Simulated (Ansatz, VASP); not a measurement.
**Mo: VASP beside Ansatz**

The input INCAR:

```
SYSTEM = Mo
ALGO = Fast
EDIFF = 1E-6
ENCUT = 520
GGA = PE
ISIF = 2
ISMEAR = 0
LASPH = .True.
LCHARG = .False.
LREAL = .False.
LWAVE = .False.
NBANDS = 13
NELM = 60
PREC = Accurate
SIGMA = 0.15
```

KPOINTS

```
k-points
0
Gamma
  20 20 20
  0 0 0
```

Contents of POSCAR:

```
Mo
1.0
   -1.5591235054      1.7171454489      1.4643893503
    1.5591235054     -1.7171454489      1.4643893503
    1.5591235054      1.7171454489     -1.4643893503
Mo
1
Direct
    0.0000000000      0.0000000000      0.0000000000
```

Input for Ansatz:

```yaml
crystal:
  lattice:
    - [-1.5591235054, 1.7171454489, 1.4643893503]
    - [1.5591235054, -1.7171454489, 1.4643893503]
    - [1.5591235054, 1.7171454489, -1.4643893503]
  atoms:
    - { symbol: Mo, position: [0.0, 0.0, 0.0] }
basis:
  ecutwfc: 420
kpoints:
  mp_grid: { grid: [20, 20, 20] }
hamiltonian:
  xc: pbe
scf:
  occupations: { method: gaussian, width: 0.15 }
output:
  forces: true
  stress: true
  eigenvalues: true
```

Change from the starting cell: strain +e along x and -e along y -0.0500, strain +e along z and -e/2 along x and y -0.0733.

Alike in both runs: task single point; functional PBE; k mesh 20 × 20 × 20; occupations gaussian, width 0.15 eV; no spin polarisation.

|  | VASP | Ansatz |
| --- | --- | --- |
| version | VASP 6.6.1 | Ansatz 0.2.0 |
| potentials or method | VASP PAW PBE potentials, release 64 (Mo_sv), cutoff 520 eV | scalar-relativistic, plane waves, PAW |
| valence electrons in the cell | 14 | 14 |

```tsv
	VASP	Ansatz	Ansatz less VASP
gap on the k mesh at the Fermi level (eV)	none	none	-
pressure (GPa)	4.5	4.0	-0.55
traceless stress, the component that is largest in VASP (GPa)	-19.05	-19.07	-0.021
```

A gap of «none» marks a metal or a gap that the smearing closes.
